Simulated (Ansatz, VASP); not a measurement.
# S: VASP beside Ansatz

File INCAR:

```
SYSTEM = S
PREC     = Accurate       ! precision mode
ENCUT    = 520            ! plane-wave cutoff, eV
EDIFF    = 1E-6           ! SCF threshold, eV
ISMEAR   = -1             ! smearing method
SIGMA    = 0.08           ! smearing width, eV
LREAL    = .FALSE.        ! projectors in reciprocal space
LASPH    = .TRUE.         ! aspherical terms in the spheres
NELM     = 100            ! most SCF steps
ALGO     = Normal         ! electronic algorithm
ISIF     = 2              ! what is computed and relaxed
LWAVE    = .FALSE.        ! write WAVECAR
LCHARG   = .TRUE.         ! write CHGCAR
GGA      = PE             ! functional
LELF     = .TRUE.         ! ELF
LVHAR    = .TRUE.       
NBANDS   = 9              ! bands
```

The input KPOINTS:

```
regular mesh
0
G
  16 16 16
  0 0 0
```

File POSCAR:

```
S
1.0
    0.0000000000      1.5287117391      1.5287117391
    1.5287117391      0.0000000000      1.5287117391
    1.5287117391      1.5287117391      0.0000000000
S
1
Direct
    0.0000000000      0.0000000000      0.0000000000
```

Input for Ansatz:

```yaml
crystal:
  lattice:
    - [0.0, 1.5287117391, 1.5287117391]
    - [1.5287117391, 0.0, 1.5287117391]
    - [1.5287117391, 1.5287117391, 0.0]
  atoms:
    - { symbol: S, position: [0.0, 0.0, 0.0] }
kpoints:
  mp_grid: { grid: [16, 16, 16] }
scf:
  occupations: { method: fermi_dirac, width: 0.08 }
hamiltonian:
  xc: pbe
  pseudopotentials: { kind: all_electron, lapw: { basis_error: 0.001 } }
output:
  forces: true
  stress: true
  eigenvalues: true
  populations: true
```

Change from the starting cell: volume scaled by 0.45, LAPW.

Alike in both runs: task single point; functional PBE; k mesh 16 × 16 × 16; occupations fermi-dirac, width 0.08 eV; no spin polarisation.

|  | VASP | Ansatz |
| --- | --- | --- |
| version | VASP 6.6.1 | Ansatz 0.2.0 |
| potentials or method | VASP PAW PBE potentials, release 64 (S), cutoff 520 eV | all-electron LAPW, scalar-relativistic |

```csv
,VASP,Ansatz,Ansatz less VASP
pressure (GPa),300.9,306.7,+5.75
```

Both programs put the cell under a high pressure, so it lies far from rest at this level. Ansatz ran all-electron here, and VASP with PAW potentials.

Noted on VASP's run: the cell as given lies far from equilibrium.
